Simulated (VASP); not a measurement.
SrO:

```
Sr O
1.0
     0.00000    2.56630    2.56630
     2.56630    0.00000    2.56630
     2.56630    2.56630    0.00000
Sr O
1 1
Direct
  0.50000 0.50000 0.50000
  0.00000 0.00000 0.00000
```

* Program: VASP 6.6.1
* Task: relaxation of cell and atoms
* Functional: RPBE
* Dispersion: D3(BJ)
* Potentials or basis: VASP PAW PBE potentials, release 64 (Sr_sv, O)
* Cutoff: 600 eV
* k mesh: 9 × 9 × 9
* Occupations: fermi-dirac, width 0.05 eV
* Spin: no spin polarisation

At the start: pressure -13.9 GPa; volume 16.90 Å³/atom.

Where does the relaxation end?

Over 6 steps the energy falls by 102.1 meV/atom and the volume is 14.82 Å³/atom (-12.3 %); space group Fm-3m (No. 225, to 0.05 Å).

Step by step:
```
step  energy change (eV)  largest force (eV/Å)  pressure (GPa)  volume (Å³)
   1              0.0000                0.0000          -13.87        33.80
   2             -0.0935                0.0000           15.40        27.14
   3             -0.2042                0.0000           -0.16        29.67
   4             -0.2042                0.0000            0.21        29.59
   5             -0.2042                0.0000           -0.16        29.67
   6             -0.2042                0.0000            0.01        29.64
```

Final structure:
```yaml
crystal:
  lattice:
    - [0.00000, 2.45621, 2.45621]
    - [2.45621, 0.00000, 2.45621]
    - [2.45621, 2.45621, 0.00000]
  atoms:
    - { symbol: Sr, position: [0.50000, 0.50000, 0.50000] }
    - { symbol: O, position: [0.00000, 0.00000, 0.00000] }
```

Caveat: the PAW data sets were made with another functional, which shifts forces and pressure a little; the volume moved by -12 % from the deposited cell, more than functionals usually miss.
